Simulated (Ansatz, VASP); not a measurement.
**One calculation of LiF, two programs**

File INCAR:

```
SYSTEM = LiF
  PREC = Accurate
  ENCUT = 520
  EDIFF = 1E-6
  ISMEAR = 0
  SIGMA = 0.05
  LREAL = .FALSE.
  LASPH = .TRUE.
  NELM = 100
  ALGO = Normal
  ISIF = 2
  LWAVE = .FALSE.
  LCHARG = .FALSE.
  NBANDS = 18
```

The input KPOINTS:

```
Automatic mesh
0
G
  9 9 6
  0 0 0
```

POSCAR

```
LiF
1.0
    3.1621532770      0.0000000000      0.0000000000
   -1.5810766385      2.7385050686      0.0000000000
    0.0000000000      0.0000000000      4.4149984054
Li F
2 2
Direct
    0.3333333333      0.6666666667      0.3839784076
    0.6666666667      0.3333333333      0.8839784076
    0.3333333333      0.6666666667      0.9910195924
    0.6666666667      0.3333333333      0.4910195924
```

Input for Ansatz:

```yaml
crystal:
  lattice:
    - [3.162153277, 0.0, 0.0]
    - [-1.5810766385, 2.7385050686, 0.0]
    - [0.0, 0.0, 4.4149984054]
  atoms:
    - { symbol: Li, position: [0.3333333333, 0.6666666667, 0.3839784076] }
    - { symbol: Li, position: [0.6666666667, 0.3333333333, 0.8839784076] }
    - { symbol: F, position: [0.3333333333, 0.6666666667, 0.9910195924] }
    - { symbol: F, position: [0.6666666667, 0.3333333333, 0.4910195924] }
basis:
  ecutwfc: 520.0
kpoints:
  mp_grid: { grid: [9, 9, 6] }
hamiltonian:
  xc: lda
scf:
  occupations: { method: gaussian, width: 0.05 }
output:
  forces: true
  stress: true
  eigenvalues: true
```

Alike in both runs: task single point; functional LDA; k mesh 9 × 9 × 6; occupations gaussian, width 0.05 eV; no spin polarisation.

|  | VASP | Ansatz |
| --- | --- | --- |
| version | VASP 6.6.1 | Ansatz 0.2.0 |
| potentials or method | VASP PAW LDA potentials, release 64 (Li_sv, F), cutoff 520 eV | scalar-relativistic, plane waves, PAW |
| valence electrons in the cell | 20 | 20 |

```tsv
	VASP	Ansatz	Ansatz less VASP
gap on the k mesh at the Fermi level (eV)	7.55	7.56	+0.015
least direct gap on the mesh (eV)	7.55	7.56	+0.015
rms of the force components (eV/Å)	0.307	0.300	-0.0068
```

LDA's correlation is that of Perdew and Zunger in VASP and of Perdew and Wang (1992) in Ansatz. Atom by atom the forces differ by 0.007 eV/Å (rms over components).

Noted on VASP's run: the cutoff is short for stress, so the pressure is rough.
